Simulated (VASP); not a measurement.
Input of a VASP 6.6.1 run:

Contents of INCAR:

```
SYSTEM = B5N
ALGO = Normal
EDIFF = 1E-7
ENCUT = 520
GGA = PE
ISIF = 2
ISMEAR = 0
LASPH = .True.
LCHARG = .True.
LELF = .True.
LREAL = .False.
LVHAR = .True.
LWAVE = .False.
NBANDS = 19
NELM = 80
PREC = Accurate
SIGMA = 0.1
```

File KPOINTS:

```
k-points
0
Gamma
  6 6 6
  0 0 0
```

File POSCAR:

```
B5N
1.0
    4.0876513100      0.0000000000      0.0000000000
   -2.0438256500      3.5400098800      0.0000000000
    0.0000000000      0.0000000000      3.3295367900
B N
5 1
Direct
    0.3333333300      0.6666666700      0.0000000000
    0.6666666700      0.3333333300      0.0000000000
    0.5000000000      0.0000000000      0.5000000000
    0.5000000000      0.5000000000      0.5000000000
    0.0000000000      0.5000000000      0.5000000000
    0.0000000000      0.0000000000      0.0000000000
```

Potentials or basis: VASP PAW PBE potentials, release 64 (B, N).

Command:

```sh
$ cat potpaw_PBE.64/B/POTCAR potpaw_PBE.64/N/POTCAR > POTCAR
$ mpirun -np 1 vasp_std > vasp.out
```

Q: What does it give for the band gap on the k mesh?

A: Zero (band 10 reaches 7.16 eV, above the bottom of band 11 at 4.18 eV).

Q: Estimate the pressure.

A: -30.0 GPa.

Stress tensor (GPa, compression positive):
```
-22.90   0.00   0.00
  0.00 -22.90   0.00
  0.00   0.00 -44.12
```
